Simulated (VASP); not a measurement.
# Be (Cmcm) in VASP: further runs

The runs below take Be through single point, with PBEsol.

All numbers are computed with VASP 6.6.1; they aren't measurements. Logs are shortened: lines on timing, memory, paths and dates and some standing lists are left out, and cuts for length are marked.

## 1. The cell of the first run

It takes space group Cmcm (No. 63, orthorhombic). Conventional cell: a = 2.300 Å, b = 3.983 Å, c = 3.601 Å, α = 90.00°, β = 90.00°, γ = 90.00°. Be (site symmetry m2m) has 12 Be at 1.94 to 2.48 Å within 2.6 Å.

## 2. Single point, PBEsol (atom 1 (Be) moved by (+0.600, +0.000) A along y and z)

The input, INCAR:

```
SYSTEM = Be
PREC = Accurate
ENCUT = 520
EDIFF = 1E-7
ISMEAR = 0
SIGMA = 0.15
LREAL = .FALSE.
LASPH = .TRUE.
NELM = 60
ALGO = Fast
ISIF = 2
LWAVE = .FALSE.
LCHARG = .TRUE.
GGA = PS
LELF = .TRUE.
LVHAR = .TRUE.
NBANDS = 9
```

The input, KPOINTS:

```
Automatic mesh
0
G
  24 24 14
  0 0 0
```

The input, POSCAR:

```
Be
1.0
    2.2995019849      0.0000000000      0.0000000000
   -1.1497509925      1.9914271350      0.0000000000
    0.0000000000      0.0000000000      3.6009000000
Be
2
Direct
    0.4839790661      0.9679581322      0.2500000000
    0.6666666667      0.3333333333      0.7500000000
```

Potentials or basis: VASP PAW PBE potentials, release 64 (Be).

On the command line:

```console
$ cat potpaw_PBE.64/Be/POTCAR > POTCAR
$ mpirun -np 1 vasp_std > vasp.out
```

OUTCAR:

```text
SYSTEM = Be
   PREC = Accurate
   ENCUT = 520
   EDIFF = 1E-7
   ISMEAR = 0
   LREAL = .FALSE.
   LASPH = .TRUE.
   NELM = 60
   ISIF = 2
   GGA = PS

 ion  position               nearest neighbor table
   1  0.484  0.968  0.250-   2 1.94   2 1.94
   2  0.667  0.333  0.750-   1 1.94   1 1.94

  LATTYP: Found a hexagonal cell.
 ALAT       =     2.2995019849
 C/A-ratio  =     1.5659477677

  Lattice vectors:

 A1 = (   2.2995019849,   0.0000000000,   0.0000000000)
 A2 = (  -1.1497509925,   1.9914271350,   0.0000000000)
 A3 = (   0.0000000000,   0.0000000000,   3.6009000000)

Analysis of symmetry for initial positions (statically):
=====================================================================
 Subroutine PRICEL returns:
 Original cell was already a primitive cell.

 Routine SETGRP: Setting up the symmetry group for a
 hexagonal supercell.

 Subroutine GETGRP returns: Found  8 space group operations
 (whereof  2 operations were pure point group operations)
 out of a pool of 24 trial point group operations.

The static configuration has the point symmetry C_1h.
 The point group associated with its full space group is D_2h.

Analysis of symmetry for dynamics (positions and initial velocities):
=====================================================================
 Subroutine PRICEL returns:
 Original cell was already a primitive cell.

 Routine SETGRP: Setting up the symmetry group for a
 hexagonal supercell.

 Subroutine GETGRP returns: Found  8 space group operations
 (whereof  2 operations were pure point group operations)
 out of a pool of 24 trial point group operations.

The dynamic configuration has the point symmetry C_1h.
 The point group associated with its full space group is D_2h.

 Subroutine INISYM returns: Found  8 space group operations
 (whereof  2 operations are pure point group operations),
 and found     1 'primitive' translations

----------------------------------------------------------------------------------------

                                     Primitive cell

  volume of cell :      16.4896

  direct lattice vectors                    reciprocal lattice vectors
     2.299501985  0.000000000  0.000000000     0.434876772  0.251076221  0.000000000
    -1.149750993  1.991427135  0.000000000     0.000000000  0.502152443  0.000000000
     0.000000000  0.000000000  3.600900000     0.000000000  0.000000000  0.277708351

  length of vectors
     2.299501985  2.299501985  3.600900000     0.502152443  0.502152443  0.277708351

  position of ions in fractional coordinates (direct lattice)
     0.483979066  0.967958132  0.250000000
     0.666666667  0.333333333  0.750000000

  ion indices of the primitive-cell ions
   primitive index   ion index
                 1           1
                 2           2

----------------------------------------------------------------------------------------

 KPOINTS: Automatic mesh

Automatic generation of k-mesh.
 Grid dimensions read from file:
 generate k-points for:   24   24   14

 Generating k-lattice:

  Cartesian coordinates                     Fractional coordinates (reciprocal lattice)
     0.018119865  0.010461509  0.000000000     0.041666667  0.000000000  0.000000000
     0.000000000  0.020923018  0.000000000     0.000000000  0.041666667  0.000000000
     0.000000000  0.000000000  0.019836311     0.000000000  0.000000000  0.071428571

  Length of vectors
     0.020923018  0.020923018  0.019836311

  Shift w.r.t. Gamma in fractional coordinates (k-lattice)
     0.000000000  0.000000000  0.000000000

 Subroutine IBZKPT returns following result:
 ===========================================

 Found   1256 irreducible k-points:

 Following reciprocal coordinates:
            Coordinates               Weight
  0.000000  0.000000  0.000000      1.000000
  0.041667 -0.000000  0.000000      4.000000
  0.000000  0.041667  0.000000      2.000000
  0.083333 -0.000000  0.000000      4.000000
  0.000000  0.083333  0.000000      2.000000
  0.125000 -0.000000  0.000000      4.000000
[... 16 lines left out ...]
  0.000000  0.458333  0.000000      2.000000
  0.500000 -0.000000  0.000000      2.000000
 [... further k-points ...]
   k-points           NKPTS =   1256   k-points in BZ     NKDIM =   1256   number of bands    NBANDS=      9
   number of dos      NEDOS =    301   number of ions     NIONS =      2
   total plane-waves  NPLWV =   9072
   dimension x,y,z NGX =    18 NGY =   18 NGZ =   28
   dimension x,y,z NGXF=    36 NGYF=   36 NGZF=   56
   ions per type =               2
   NGX,Y,Z   is equivalent  to a cutoff of  13.01, 13.01, 12.93 a.u.
   NGXF,Y,Z  is equivalent  to a cutoff of  26.03, 26.03, 25.85 a.u.
 SYSTEM =  Be
   PREC   = accura    normal or accurate (medium, high low for compatibility)
   ISTART =      0    job   : 0-new  1-cont  2-samecut
   ICHARG =      2    charge: 1-file 2-atom 10-const
   ISPIN  =      1    spin polarized calculation?
   LNONCOLLINEAR =      F non collinear calculations
   LSORBIT =      F    spin-orbit coupling
   LASPH  =      T    aspherical Exc in radial PAW
   ENCUT  =  520.0 eV  38.22 Ry    6.18 a.u.   4.28  4.28  6.70*2*pi/ulx,y,z
   NELM   =     60;   NELMIN=  2; NELMDL= -5     # of ELM steps
   EDIFF  = 0.1E-06   stopping-criterion for ELM
   LREAL  =      F    real-space projection
   EDIFFG = 0.1E-05   stopping-criterion for IOM
   NSW    =      0    number of steps for IOM
   IBRION =     -1    ionic relax: 0-MD 1-quasi-New 2-CG
   NFREE  =      0    steps in history (QN), initial steepest desc. (CG)
   ISIF   =      2    stress and relaxation
   ISYM   =      2    0-nonsym 1-usesym 2-fastsym
   POTIM  = 0.5000    time-step for ionic-motion
   TEBEG  =    0.0;   TEEND  =   0.0 temperature during run
   PSTRESS=    0.0 pullay stress
   NELECT =       4.0000    total number of electrons
   NUPDOWN=      -1.0000    fix difference up-down
   EMIN   =  10.00;   EMAX   =-10.00  energy-range for DOS
   EFERMI =   0.00;   METHOD = LEGACY
   ISMEAR =     0;   SIGMA  =   0.15  broadening in eV -4-tet -1-fermi 0-gaus
   EFERMI_NEDOS =   21; number of points for ismear=-14 and -15
   IALGO  =     68    algorithm
   IMIX   =      4    mixing-type and parameters
     AMIX     =   0.40;   BMIX     =  1.00
     AMIX_MAG =   1.60;   BMIX_MAG =  1.00
  volume/ion in A,a.u.               =       8.24        55.64
  Fermi-wavevector in a.u.,A,eV,Ry     =   1.020998  1.929407 14.183227  1.042438
  Thomas-Fermi vector in A             =   2.154599
   LORBIT       =      0    0 simple, 1 ext, 2 COOP (PROOUT), +10 PAW based schemes
   GGA     = PS    functional components
   LHFCALC =     F    Hartree Fock is set to
   AEXX    =    0.0000 exact exchange contribution
   IVDW    =     0    specifies the selected vdW correction
   LEPSILON=     F    determine dielectric tensor
   LRPA    =     F    only Hartree local field effects (RPA)
 non-spin polarized calculation
 RMM-DIIS sequential band-by-band and
 Gauss-broadening in eV      SIGMA  =   0.15
  energy-cutoff  :      520.00
  volume of cell :       16.49
 maximum number of plane-waves:       470
 NGX is ok and might be reduce to    18
   NGX =  9   NGY =  9   NGZ = 13

 number of electron       4.0000000 magnetization

 Free energy of the ion-electron system (eV)
  ---------------------------------------------------
  ext. energy  EPLUGINS =         0.00000000
  ---------------------------------------------------
  free energy    TOTEN  =        -7.24740582 eV

  energy without entropy =       -7.24538299  energy(sigma->0) =       -7.24639441

 E-fermi :   6.9612     XC(G=0): -10.4658

 val. band max:        6.9482343823   @ k =  -0.2917  -0.3750   0.3571
 cond. band min:       6.9618930759   @ k =   0.2917   0.2500   0.1429
 fundamental gap:      0.0136586936
 Fermi energy:         6.9612351425

 k-point     1 :       0.0000    0.0000    0.0000
  band No.  band energies     occupation
      1      -4.4212      2.00000
      2       2.1948      2.00000
      3       7.8063      0.00000
      4      22.2051      0.00000
      5      22.3235      0.00000
      6      24.2387      0.00000
      7      24.5200      0.00000
      8      27.9455      0.00000
      9      31.7932      0.00000

 k-point     2 :       0.0417   -0.0000    0.0000
  band No.  band energies     occupation
      1      -4.3724      2.00000
      2       2.2561      2.00000
      3       7.8267      0.00000
      4      21.5102      0.00000
      5      22.5055      0.00000
      6      23.6018      0.00000
      7      24.9226      0.00000
      8      27.8963      0.00000
      9      31.2557      0.00000

 k-point     3 :       0.0000    0.0417    0.0000
  band No.  band energies     occupation
      1      -4.3726      2.00000
      2       2.2573      2.00000
      3       7.8208      0.00000
      4      21.8270      0.00000
      5      21.8412      0.00000
      6      24.3909      0.00000
      7      24.7522      0.00000
      8      27.8035      0.00000
      9      30.2135      0.00000

 k-point     4 :       0.0833   -0.0000    0.0000
  band No.  band energies     occupation
      1      -4.2259      2.00000
      2       2.4399      2.00000
      3       7.8874      0.00000
      4      20.3075      0.00000
      5      22.2043      0.00000
      6      22.7928      0.00000
      7      25.1762      0.00000
      8      27.7154      0.00000
      9      31.1905      0.00000
[... 205 lines left out ...]
 k-point    22 :       0.4583   -0.0000    0.0000
  band No.  band energies     occupation
      1       1.0239      2.00000
      2       5.0486      2.00000
      3       8.5187      0.00000
      4      11.3540      0.00000
      5      15.1090      0.00000
      6      16.9956      0.00000
      7      17.3247      0.00000
      8      19.5988      0.00000
      9      28.5020      0.00000

 k-point    23 :       0.0000    0.4583    0.0000
  band No.  band energies     occupation
      1       1.3218      2.00000
      2       3.9458      2.00000
      3       9.1514      0.00000
      4      13.3857      0.00000
      5      13.6594      0.00000
      6      15.7479      0.00000
      7      17.0932      0.00000
      8      23.1184      0.00000
      9      24.2717      0.00000

 k-point    24 :       0.5000   -0.0000    0.0000
  band No.  band energies     occupation
      1       1.3768      2.00000
      2       4.6201      2.00000
      3       8.8319      0.00000
      4      11.4250      0.00000
      5      14.6781      0.00000
      6      16.8293      0.00000
      7      17.2672      0.00000
      8      19.5114      0.00000
      9      28.4706      0.00000

 [... further k-points ...]

------------------------ aborting loop because EDIFF is reached ----------------------------------------

  FORCE on cell =-STRESS in cart. coord.  units (eV):
  Direction    XX          YY          ZZ          XY          YZ          ZX
  --------------------------------------------------------------------------------------
  -------------------------------------------------------------------------------------
  Total       -1.5842556     -0.3504286      2.6322229      0.0000000     -0.0000000      0.0000000
  in kB     -153.9311689    -34.0487282    255.7549037      0.0000000     -0.0000000      0.0000000
  external PRESSURE =      22.5916688 kB  Pullay stress =       0.0000000 kB

 VOLUME and BASIS-vectors are now :
 -----------------------------------------------------------------------------
  energy-cutoff  :      520.00
  volume of cell :       16.49
      direct lattice vectors                 reciprocal lattice vectors
     2.299501985  0.000000000  0.000000000     0.434876772  0.251076221  0.000000000
    -1.149750993  1.991427135  0.000000000     0.000000000  0.502152443  0.000000000
     0.000000000  0.000000000  3.600900000     0.000000000  0.000000000  0.277708351

 POSITION                                       TOTAL-FORCE (eV/Angst)
 -----------------------------------------------------------------------------------
     -0.00000      1.92762      0.90023         0.000000     -2.365483      0.000000
      1.14975      0.66381      2.70068        -0.000000      2.365483      0.000000
 -----------------------------------------------------------------------------------
    total drift:                                0.000000     -0.000000     -0.000000

  FREE ENERGIE OF THE ION-ELECTRON SYSTEM (eV)
  ---------------------------------------------------
  free  energy   TOTEN  =        -7.2474058191 eV

  energy  without entropy=       -7.2453829948  energy(sigma->0) =       -7.24639441
```

It took 61 s on 1 thread of Intel Xeon 6975P-C (Granite Rapids), shared host; peak memory 0.26 GiB.

Results:

```
Free energy            : -7.2474 eV
Pressure               : 2.3 GPa
Largest force          : 2.365 eV/Å
Band gap on the k mesh : zero (band 2 reaches 7.80 eV, above the bottom of band 3 at 6.31 eV)
```

Forces on the atoms (eV/Å):
```
Be   0.000 -2.365  0.000
Be   0.000  2.365  0.000
```

Caveat: the cell differs from its parent crystal (atom 1 (Be) moved by (+0.600, +0.000) A along y and z); the PAW data sets were made with another functional, which shifts forces and pressure a little.

## 3. Single point, PBEsol (atom 1 (Be) moved by (-0.300, +0.000) A along y and z)

The input, INCAR:

```
PREC = Accurate ; ENCUT = 520
EDIFF = 1E-6 ; ISMEAR = 0
SIGMA = 0.15 ; LREAL = F
LASPH = T ; NELM = 60
ALGO = Fast ; ISIF = 2
LWAVE = F ; LCHARG = F
GGA = PS ; NBANDS = 9
```

The input, KPOINTS:

```
regular mesh
0
Gamma
  24 24 14
```

Changes to POSCAR since step 2:

```diff
@@ -8,3 +8,3 @@
 Direct
-    0.4839790661      0.9679581322      0.2500000000
+    0.2580104669      0.5160209339      0.2500000000
     0.6666666667      0.3333333333      0.7500000000
```

Potentials or basis: VASP PAW PBE potentials, release 64 (Be).

On the command line:

```console
$ cat potpaw_PBE.64/Be/POTCAR > POTCAR
$ mpirun -np 1 vasp_std > vasp.out
```

OUTCAR:

```text
PREC = Accurate
   ENCUT = 520
   EDIFF = 1E-6
   ISMEAR = 0
   LREAL = F
   LASPH = T
   NELM = 60
   ISIF = 2
   GGA = PS

 ion  position               nearest neighbor table
   1  0.258  0.516  0.250-   2 2.17   2 2.17   2 2.17   2 2.17
   2  0.667  0.333  0.750-   1 2.17   1 2.17   1 2.17   1 2.17

  LATTYP: Found a hexagonal cell.
 ALAT       =     2.2995019849
 C/A-ratio  =     1.5659477677

  Lattice vectors:

 A1 = (   2.2995019849,   0.0000000000,   0.0000000000)
[... 468 lines left out ...]
      3      10.7409      0.00000
      4      12.2047      0.00000
      5      14.1278      0.00000
      6      15.9085      0.00000
      7      16.1835      0.00000
      8      20.9089      0.00000
      9      27.8715      0.00000

 [... further k-points ...]
[... 5 lines left out ...]
  --------------------------------------------------------------------------------------
  -------------------------------------------------------------------------------------
  Total        0.0596697     -1.2759227     -0.0695448      0.0000000      0.0000000      0.0000000
  in kB        5.7976887   -123.9725905     -6.7571830      0.0000000      0.0000000      0.0000000
  external PRESSURE =     -41.6440283 kB  Pullay stress =       0.0000000 kB

 VOLUME and BASIS-vectors are now :
 -----------------------------------------------------------------------------
  energy-cutoff  :      520.00
  volume of cell :       16.49
      direct lattice vectors                 reciprocal lattice vectors
     2.299501985  0.000000000  0.000000000     0.434876772  0.251076221  0.000000000
    -1.149750993  1.991427135  0.000000000     0.000000000  0.502152443  0.000000000
     0.000000000  0.000000000  3.600900000     0.000000000  0.000000000  0.277708351

 POSITION                                       TOTAL-FORCE (eV/Angst)
 -----------------------------------------------------------------------------------
     -0.00000      1.02762      0.90023        -0.000000      0.614637      0.000000
      1.14975      0.66381      2.70068         0.000000     -0.614637     -0.000000
 -----------------------------------------------------------------------------------
    total drift:                                0.000000      0.000000     -0.000000

  FREE ENERGIE OF THE ION-ELECTRON SYSTEM (eV)
  ---------------------------------------------------
  free  energy   TOTEN  =        -7.8693928323 eV

  energy  without entropy=       -7.8678660669  energy(sigma->0) =       -7.86862945
```

stdout:

```text
POSCAR found type information on POSCAR Be
 POSCAR found :  1 types and       2 ions
 scaLAPACK will be used
 -----------------------------------------------------------------------------
|                                                                             |
|                                                                             |
|     You enforced a specific xc type in the INCAR file but a different       |
|     I HOPE YOU KNOW WHAT YOU ARE DOING!                                     |
|                                                                             |
 -----------------------------------------------------------------------------

 LDA part: xc-table for (Slater+PW92), standard interpolation
 POSCAR, INCAR and KPOINTS ok, starting setup
 FFT: planning ... GRIDC
 FFT: planning ... GRID_SOFT
 FFT: planning ... GRID
 WAVECAR not read
 entering main loop
```

Wall time 48 s (1 thread of Intel Xeon 6975P-C (Granite Rapids), shared host); peak memory 0.25 GiB.

Results:

| Quantity | Value |
| --- | --- |
| Free energy | -7.8694 eV |
| Pressure | -4.2 GPa |
| Largest force | 0.615 eV/Å |
| Band gap on the k mesh | zero (band 2 reaches 7.89 eV, above the bottom of band 3 at 5.77 eV) |

Forces in eV/Å, atoms in the order of the input:
```
Be   0.000  0.615  0.000
Be   0.000 -0.615  0.000
```

Stress tensor (GPa, compression positive):
```
  0.58   0.00   0.00
  0.00 -12.40   0.00
  0.00   0.00  -0.68
```

Caveat: the cell differs from its parent crystal (atom 1 (Be) moved by (-0.300, +0.000) A along y and z); the PAW data sets were made with another functional, which shifts forces and pressure a little.

## 4. Single point, PBEsol (atom 1 (Be) moved by (+0.300, +0.000) A along y and z)

The input, INCAR:

```
PREC = Accurate
ENCUT = 520
EDIFF = 1E-6
ISMEAR = 0
SIGMA = 0.15
LREAL = False
LASPH = True
NELM = 60
ALGO = Fast
ISIF = 2
LWAVE = False
LCHARG = False
GGA = PS
NBANDS = 9
```

KPOINTS is that of step 3.

Changes to POSCAR since step 3:

```diff
@@ -8,3 +8,3 @@
 Direct
-    0.2580104669      0.5160209339      0.2500000000
+    0.4086561997      0.8173123994      0.2500000000
     0.6666666667      0.3333333333      0.7500000000
```

On the command line:

```console
$ cat potpaw_PBE.64/Be/POTCAR > POTCAR
$ mpirun -np 1 vasp_std > vasp.out
```

Wall time 52 s (1 thread of Intel Xeon 6975P-C (Granite Rapids), shared host); peak memory 0.26 GiB.

The run converged. Its results:

* Free energy: -7.8043 eV
* Pressure: -3.5 GPa
* Largest force: 1.245 eV/Å
* Band gap on the k mesh: zero (band 2 reaches 7.82 eV, above the bottom of band 3 at 5.86 eV)

Forces on the atoms (eV/Å):
```
Be   0.000 -1.245  0.000
Be   0.000  1.245  0.000
```

Stress tensor (GPa, compression positive):
```
-11.53   0.00   0.00
  0.00  -1.31   0.00
  0.00   0.00   2.38
```

Levels at points of the mesh, in eV from the Fermi level:
| k point | band 1 | band 2 | band 3 | band 4 | band 5 |
| --- | --- | --- | --- | --- | --- |
| (0.00, 0.00, 0.00) | -11.19 | -4.39 | 1.01 | 14.84 | 16.41 |
| (0.50, 0.00, 0.00) | -5.19 | -2.67 | 2.82 | 5.52 | 7.15 |
| (0.00, 0.50, 0.00) | -4.34 | -4.12 | 4.51 | 4.77 | 8.35 |
| (0.00, 0.00, 0.50) | -9.06 | -9.06 | 10.35 | 10.35 | 16.74 |
| (0.50, 0.00, 0.50) | -3.41 | -3.41 | 0.93 | 0.93 | 11.32 |
| (0.00, 0.50, 0.50) | -3.83 | -3.83 | 1.84 | 1.84 | 11.52 |

Caveat: the cell differs from its parent crystal (atom 1 (Be) moved by (+0.300, +0.000) A along y and z); the PAW data sets were made with another functional, which shifts forces and pressure a little.
